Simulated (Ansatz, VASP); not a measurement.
# Tl: VASP beside Ansatz

INCAR

```
SYSTEM = Tl
ALGO = Fast ; EDIFF = 1E-7
EDIFFG = -0.005 ; ENCUT = 600
GGA = PE ; IBRION = 2
ISIF = 3 ; ISMEAR = 0
LASPH = .True. ; LCHARG = .False.
LREAL = .False. ; LWAVE = .False.
NELM = 60 ; NSW = 100
PREC = Accurate ; SIGMA = 0.1
```

Contents of KPOINTS:

```
k-points
0
Gamma
  15 15 8
  0 0 0
```

POSCAR

```
Tl
1.0
    3.4600006282      0.0000000000      0.0000000000
   -1.7300003141      2.9964484412      0.0000000000
    0.0000000000      0.0000000000      5.5325410045
Tl
2
Direct
    0.3333333333      0.6666666667      0.7500000000
    0.6666666667      0.3333333333      0.2500000000
```

Input for Ansatz:

```yaml
crystal:
  lattice:
    - [3.4600006282, 0.0, 0.0]
    - [-1.7300003141, 2.9964484412, 0.0]
    - [0.0, 0.0, 5.5325410045]
  atoms:
    - { symbol: Tl, position: [0.3333333333, 0.6666666667, 0.75] }
    - { symbol: Tl, position: [0.6666666667, 0.3333333333, 0.25] }
basis:
  ecutwfc: 420
kpoints:
  mp_grid: { grid: [15, 15, 8] }
hamiltonian:
  xc: pbe
scf:
  occupations: { method: gaussian, width: 0.1 }
output:
  forces: true
  stress: true
  eigenvalues: true
  write_density: true
  write_potential: true
  elf: true
  volumetric_format: npy
relax:
  adjacent_minimum: "off"
  f_tol: 0.005
  max_steps: 80
  cell: { stress_tol: 0.05 }
```

Alike in both runs: task relaxation of cell and atoms; functional PBE; k mesh 15 × 15 × 8; occupations gaussian, width 0.1 eV; no spin polarisation.

|  | VASP | Ansatz |
| --- | --- | --- |
| version | VASP 6.6.1 | Ansatz 0.2.0 |
| potentials or method | VASP PAW PBE potentials, release 64 (Tl_d), cutoff 600 eV | scalar-relativistic, plane waves, PAW |
| valence electrons in the cell | 26 | 26 |

VASP gave:

* gap on the k mesh at the Fermi level, each at its own relaxed structure (eV): none
* relaxed volume (Å³/atom): 31.38
* relaxed cell length with the largest relative difference (Å): 3.608

Question: Estimate Ansatz's values.

Answer: gap on the k mesh at the Fermi level, each at its own relaxed structure (eV): none; relaxed volume (Å³/atom): 31.45; relaxed cell length with the largest relative difference (Å): 3.612.

A gap of «none» marks a metal or a gap that the smearing closes.

Spin-orbit coupling is off throughout.
